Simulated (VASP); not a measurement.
# Ge in VASP: single point with LDA

Aim: the single point of Ge with LDA.

Program: VASP 6.6.1. These are calculated values, not measurements. Logs are shortened: lines on timing, memory, paths and dates and some standing lists are left out, and cuts for length are marked.

## Step 1: The cell of the first run

The cell holds a sheet with vacuum, 2 atoms: a = 3.952 Å, b = 3.952 Å, c = 25.160 Å, α = 90.00°, β = 90.00°, γ = 120.00°.

## Step 2: Single point, LDA

INCAR reads:

```
SYSTEM = Ge
PREC     = Accurate       ! precision mode
ENCUT    = 410            ! plane-wave cutoff, eV
EDIFF    = 1E-6           ! SCF threshold, eV
ISMEAR   = 0              ! smearing method
SIGMA    = 0.03           ! smearing width, eV
LREAL    = .FALSE.        ! projectors in reciprocal space
LASPH    = .TRUE.         ! aspherical terms in the spheres
NELM     = 120            ! most SCF steps
ALGO     = Normal         ! electronic algorithm
ISIF     = 2              ! what is computed and relaxed
LWAVE    = .FALSE.        ! write WAVECAR
LCHARG   = .FALSE.        ! write CHGCAR
LDIPOL   = .TRUE.       
IDIPOL   = 3            
DIPOL    = 0.5 0.5 0.292
GGA      = CA             ! functional
NBANDS   = 21             ! bands
GGA_COMPAT= .FALSE.      
NELMDL   = -8
```

KPOINTS reads:

```
regular mesh
0
G
  12 12 1
  0 0 0
```

POSCAR reads:

```
Ge
1.0
    3.9515201622      0.0000000000      0.0000000000
   -1.9757600811      3.4221168440      0.0000000000
    0.0000000000      0.0000000000     25.1599999975
Ge
2
Direct
    0.3333333333      0.6666666667      0.2790766497
    0.6666666667      0.3333333333      0.3043891692
```

Potentials or basis: VASP PAW LDA potentials, release 64 (Ge_d).

Run with:

```console
> cat potpaw_LDA.64/Ge_d/POTCAR > POTCAR
> mpirun -np 1 vasp_std > vasp.out
```

OUTCAR:

```text
SYSTEM = Ge
   PREC = Accurate
   ENCUT = 410
   EDIFF = 1E-6
   ISMEAR = 0
   LREAL = .FALSE.
   LASPH = .TRUE.
   NELM = 120
   ISIF = 2
   GGA = CA
   NELMDL = -8

 ion  position               nearest neighbor table
   1  0.333  0.667  0.279-   2 2.37   2 2.37   2 2.37
   2  0.667  0.333  0.304-   1 2.37   1 2.37   1 2.37

  LATTYP: Found a hexagonal cell.
 ALAT       =     3.9515201622
 C/A-ratio  =     6.3671698396

  Lattice vectors:

 A1 = (   3.9515201622,   0.0000000000,   0.0000000000)
 A2 = (  -1.9757600811,   3.4221168440,   0.0000000000)
 A3 = (   0.0000000000,   0.0000000000,  25.1599999975)

Analysis of symmetry for initial positions (statically):
=====================================================================
 Subroutine PRICEL returns:
 Original cell was already a primitive cell.

 Routine SETGRP: Setting up the symmetry group for a
 hexagonal supercell.

 Subroutine GETGRP returns: Found 12 space group operations
 (whereof  6 operations were pure point group operations)
 out of a pool of 24 trial point group operations.

The static configuration has the point symmetry C_3v.
 The point group associated with its full space group is D_3d.

Analysis of symmetry for dynamics (positions and initial velocities):
=====================================================================
 Subroutine PRICEL returns:
 Original cell was already a primitive cell.

 Routine SETGRP: Setting up the symmetry group for a
 hexagonal supercell.

 Subroutine GETGRP returns: Found 12 space group operations
 (whereof  6 operations were pure point group operations)
 out of a pool of 24 trial point group operations.

The dynamic configuration has the point symmetry C_3v.
 The point group associated with its full space group is D_3d.

 Subroutine INISYM returns: Found 12 space group operations
 (whereof  6 operations are pure point group operations),
 and found     1 'primitive' translations

----------------------------------------------------------------------------------------

                                     Primitive cell

  volume of cell :     340.2277

  direct lattice vectors                    reciprocal lattice vectors
     3.951520162  0.000000000  0.000000000     0.253067164  0.146108395  0.000000000
    -1.975760081  3.422116844  0.000000000     0.000000000  0.292216790  0.000000000
     0.000000000  0.000000000 25.159999998     0.000000000  0.000000000  0.039745628

  length of vectors
     3.951520162  3.951520162 25.159999998     0.292216790  0.292216790  0.039745628

  position of ions in fractional coordinates (direct lattice)
     0.333333333  0.666666667  0.279076650
     0.666666667  0.333333333  0.304389169

  ion indices of the primitive-cell ions
   primitive index   ion index
                 1           1
                 2           2

----------------------------------------------------------------------------------------

 KPOINTS: regular mesh

Automatic generation of k-mesh.
 Grid dimensions read from file:
 generate k-points for:   12   12    1

 Generating k-lattice:

  Cartesian coordinates                     Fractional coordinates (reciprocal lattice)
     0.021088930  0.012175700  0.000000000     0.083333333  0.000000000  0.000000000
     0.000000000  0.024351399  0.000000000     0.000000000  0.083333333  0.000000000
     0.000000000  0.000000000  0.039745628     0.000000000  0.000000000  1.000000000

  Length of vectors
     0.024351399  0.024351399  0.039745628

  Shift w.r.t. Gamma in fractional coordinates (k-lattice)
     0.000000000  0.000000000  0.000000000

 Subroutine IBZKPT returns following result:
 ===========================================

 Found     19 irreducible k-points:

 Following reciprocal coordinates:
            Coordinates               Weight
  0.000000  0.000000  0.000000      1.000000
  0.083333 -0.000000  0.000000      6.000000
  0.166667 -0.000000  0.000000      6.000000
  0.250000 -0.000000  0.000000      6.000000
  0.333333 -0.000000  0.000000      6.000000
  0.416667 -0.000000  0.000000      6.000000
[... 11 lines left out ...]
  0.333333  0.250000  0.000000     12.000000
  0.333333  0.333333  0.000000      2.000000
   k-points           NKPTS =     19   k-points in BZ     NKDIM =     19   number of bands    NBANDS=     21
   number of dos      NEDOS =    301   number of ions     NIONS =      2
   total plane-waves  NPLWV = 131712
   dimension x,y,z NGX =    28 NGY =   28 NGZ =  168
   dimension x,y,z NGXF=    56 NGYF=   56 NGZF=  336
   ions per type =               2
   NGX,Y,Z   is equivalent  to a cutoff of  11.78, 11.78, 11.10 a.u.
   NGXF,Y,Z  is equivalent  to a cutoff of  23.56, 23.56, 22.20 a.u.
 SYSTEM =  Ge
   PREC   = accura    normal or accurate (medium, high low for compatibility)
   ISTART =      0    job   : 0-new  1-cont  2-samecut
   ICHARG =      2    charge: 1-file 2-atom 10-const
   ISPIN  =      1    spin polarized calculation?
   LNONCOLLINEAR =      F non collinear calculations
   LSORBIT =      F    spin-orbit coupling
   LASPH  =      T    aspherical Exc in radial PAW
   ENCUT  =  410.0 eV  30.13 Ry    5.49 a.u.   6.52  6.52 41.54*2*pi/ulx,y,z
   NELM   =    120;   NELMIN=  2; NELMDL= -8     # of ELM steps
   EDIFF  = 0.1E-05   stopping-criterion for ELM
   LREAL  =      F    real-space projection
   EDIFFG = 0.1E-04   stopping-criterion for IOM
   NSW    =      0    number of steps for IOM
   IBRION =     -1    ionic relax: 0-MD 1-quasi-New 2-CG
   NFREE  =      0    steps in history (QN), initial steepest desc. (CG)
   ISIF   =      2    stress and relaxation
   ISYM   =      2    0-nonsym 1-usesym 2-fastsym
   POTIM  = 0.5000    time-step for ionic-motion
   TEBEG  =    0.0;   TEEND  =   0.0 temperature during run
   PSTRESS=    0.0 pullay stress
   NELECT =      28.0000    total number of electrons
   NUPDOWN=      -1.0000    fix difference up-down
   EMIN   =  10.00;   EMAX   =-10.00  energy-range for DOS
   EFERMI =   0.00;   METHOD = LEGACY
   ISMEAR =     0;   SIGMA  =   0.03  broadening in eV -4-tet -1-fermi 0-gaus
   EFERMI_NEDOS =   21; number of points for ismear=-14 and -15
   IALGO  =     38    algorithm
   IMIX   =      4    mixing-type and parameters
     AMIX     =   0.40;   BMIX     =  1.00
     AMIX_MAG =   1.60;   BMIX_MAG =  1.00
  volume/ion in A,a.u.               =     170.11      1147.98
  Fermi-wavevector in a.u.,A,eV,Ry     =   0.712094  1.345663  6.899222  0.507079
  Thomas-Fermi vector in A             =   1.799379
   LORBIT       =      0    0 simple, 1 ext, 2 COOP (PROOUT), +10 PAW based schemes
   GGA     = CA    functional components
   LHFCALC =     F    Hartree Fock is set to
   AEXX    =    0.0000 exact exchange contribution
   IVDW    =     0    specifies the selected vdW correction
   LEPSILON=     F    determine dielectric tensor
   LRPA    =     F    only Hartree local field effects (RPA)
 non-spin polarized calculation
 Gauss-broadening in eV      SIGMA  =   0.03
  energy-cutoff  :      410.00
  volume of cell :      340.23
 maximum number of plane-waves:      6491
 NGX is ok and might be reduce to    28
   NGX = 13   NGY = 13   NGZ = 83

 dipolmoment           0.000000      0.000000      0.000000 electrons x Angstroem

 number of electron      27.9999984 magnetization

 dipolmoment           0.000000      0.000000     -0.000000 electrons x Angstroem

 Free energy of the ion-electron system (eV)
  ---------------------------------------------------
  ext. energy  EPLUGINS =         0.00000000
  ---------------------------------------------------
  free energy    TOTEN  =        -9.15507717 eV

  energy without entropy =       -9.15460702  energy(sigma->0) =       -9.15484210

 E-fermi :  -3.4840     XC(G=0):  -1.9083

 val. band max:       -3.4840053961   @ k =   0.3333   0.3333   0.0000
 cond. band min:      -3.4840033147   @ k =   0.3333   0.3333   0.0000
 fundamental gap:      0.0000020814
 Fermi energy:        -3.4840043553

 k-point     1 :       0.0000    0.0000    0.0000
  band No.  band energies     occupation
      1     -28.1850      2.00000
      2     -28.1850      2.00000
      3     -28.1260      2.00000
      4     -28.1260      2.00000
      5     -28.1184      2.00000
      6     -28.0214      2.00000
[... 13 lines left out ...]
     20       1.2209      0.00000
     21       1.7228      0.00000

 k-point     2 :       0.0833   -0.0000    0.0000
  band No.  band energies     occupation
      1     -28.1900      2.00000
      2     -28.1895      2.00000
      3     -28.1319      2.00000
      4     -28.1204      2.00000
      5     -28.1089      2.00000
      6     -28.0173      2.00000
[... 13 lines left out ...]
     20       1.3033      0.00000
     21       1.7632      0.00000

 k-point     3 :       0.1667   -0.0000    0.0000
  band No.  band energies     occupation
      1     -28.1995      2.00000
      2     -28.1987      2.00000
      3     -28.1410      2.00000
      4     -28.1085      2.00000
      5     -28.0945      2.00000
      6     -28.0064      2.00000
[... 13 lines left out ...]
     20       1.5932      0.00000
     21       1.8728      0.00000

 k-point     4 :       0.2500   -0.0000    0.0000
  band No.  band energies     occupation
      1     -28.2074      2.00000
      2     -28.2069      2.00000
      3     -28.1522      2.00000
      4     -28.0970      2.00000
      5     -28.0838      2.00000
      6     -27.9921      2.00000
[... 13 lines left out ...]
     20       2.5159      0.00000
     21       2.6234      0.00000

 k-point     5 :       0.3333   -0.0000    0.0000
  band No.  band energies     occupation
      1     -28.2136      2.00000
      2     -28.2095      2.00000
      3     -28.1644      2.00000
      4     -28.0890      2.00000
      5     -28.0796      2.00000
      6     -27.9832      2.00000
[... 13 lines left out ...]
     20       3.1917      0.00000
     21       3.3538      0.00000

 k-point     6 :       0.4167   -0.0000    0.0000
  band No.  band energies     occupation
      1     -28.2171      2.00000
      2     -28.2075      2.00000
      3     -28.1758      2.00000
      4     -28.0852      2.00000
      5     -28.0799      2.00000
      6     -27.9820      2.00000
[... 13 lines left out ...]
     20       3.6112      0.00000
     21       3.7284      0.00000

 k-point     7 :       0.5000   -0.0000    0.0000
  band No.  band energies     occupation
      1     -28.2183      2.00000
      2     -28.2051      2.00000
      3     -28.1814      2.00000
      4     -28.0841      2.00000
      5     -28.0806      2.00000
      6     -27.9821      2.00000
[... 13 lines left out ...]
     20       3.8018      0.00000
     21       4.1033      0.00000
[... 171 lines left out ...]
      1     -28.2373      2.00000
      2     -28.1959      2.00000
      3     -28.1774      2.00000
      4     -28.0847      2.00000
      5     -28.0491      2.00000
      6     -27.9939      2.00000
[... 13 lines left out ...]
     20       3.7028      0.00000
     21       3.8016      0.00000

 k-point    16 :       0.4167    0.1667    0.0000
  band No.  band energies     occupation
      1     -28.2397      2.00000
      2     -28.1928      2.00000
      3     -28.1820      2.00000
      4     -28.0809      2.00000
      5     -28.0526      2.00000
      6     -27.9893      2.00000
[... 13 lines left out ...]
     20       4.3657      0.00000
     21       4.5607      0.00000

 k-point    17 :       0.2500    0.2500    0.0000
  band No.  band energies     occupation
      1     -28.2413      2.00000
      2     -28.1949      2.00000
      3     -28.1762      2.00000
      4     -28.0850      2.00000
      5     -28.0281      2.00000
      6     -28.0092      2.00000
[... 13 lines left out ...]
     20       3.4370      0.00000
     21       3.6705      0.00000

 k-point    18 :       0.3333    0.2500    0.0000
  band No.  band energies     occupation
      1     -28.2476      2.00000
      2     -28.1901      2.00000
      3     -28.1821      2.00000
      4     -28.0788      2.00000
      5     -28.0263      2.00000
      6     -28.0022      2.00000
[... 13 lines left out ...]
     20       3.8193      0.00000
     21       4.3103      0.00000

 k-point    19 :       0.3333    0.3333    0.0000
  band No.  band energies     occupation
      1     -28.2514      2.00000
      2     -28.1858      2.00000
      3     -28.1858      2.00000
      4     -28.0761      2.00000
      5     -28.0085      2.00000
      6     -28.0085      2.00000
[... 13 lines left out ...]
     20       3.5080      0.00000
     21       3.6380      0.00000

------------------------ aborting loop because EDIFF is reached ----------------------------------------

 vacuum level on the upper side and lower side of the slab       (xc-potential included)        -0.007        -0.007

  FORCE on cell =-STRESS in cart. coord.  units (eV):
  Direction    XX          YY          ZZ          XY          YZ          ZX
  --------------------------------------------------------------------------------------
  -------------------------------------------------------------------------------------
  Total       -0.0581300     -0.0581300     -0.1100591      0.0000000      0.0000000     -0.0000000
  in kB       -0.2737419     -0.2737419     -0.5182829      0.0000000      0.0000000     -0.0000000
  external PRESSURE =      -0.3552556 kB  Pullay stress =       0.0000000 kB

 VOLUME and BASIS-vectors are now :
 -----------------------------------------------------------------------------
  energy-cutoff  :      410.00
  volume of cell :      340.23
      direct lattice vectors                 reciprocal lattice vectors
     3.951520162  0.000000000  0.000000000     0.253067164  0.146108395  0.000000000
    -1.975760081  3.422116844  0.000000000     0.000000000  0.292216790  0.000000000
     0.000000000  0.000000000 25.159999998     0.000000000  0.000000000  0.039745628

 POSITION                                       TOTAL-FORCE (eV/Angst)
 -----------------------------------------------------------------------------------
     -0.00000      2.28141      7.02157        -0.000000      0.000000     -0.003325
      1.97576      1.14071      7.65843         0.000000     -0.000000      0.003325
 -----------------------------------------------------------------------------------
    total drift:                                0.000000     -0.000000      0.000013

  FREE ENERGIE OF THE ION-ELECTRON SYSTEM (eV)
  ---------------------------------------------------
  free  energy   TOTEN  =        -9.1550771746 eV

  energy  without entropy=       -9.1546070166  energy(sigma->0) =       -9.15484210

 vacuum level on the upper side and lower side of the slab         1.210         1.210
```

Run time: 84 s. Hardware: 1 thread of Intel Xeon Platinum 8559C (Emerald Rapids), shared host; peak memory 0.3 GiB.

Results:

```yaml
Free_energy: -9.1551 eV
Largest_force: 0.003 eV/Å
Band_gap_on_the_k_mesh: zero (filled and empty bands touch)
```

Forces in eV/Å, atoms in the order of the input:
```
Ge   0.000  0.000 -0.003
Ge   0.000  0.000  0.003
```

Levels at points of the mesh, in eV from the Fermi level:
```
           k point  band 12  band 13  band 14  band 15  band 16  band 17
(0.00, 0.00, 0.00)    -3.55    -0.51    -0.51     0.67     2.36     3.96
(0.50, 0.00, 0.00)    -7.64    -2.16    -1.19     0.69     1.57     5.57
```
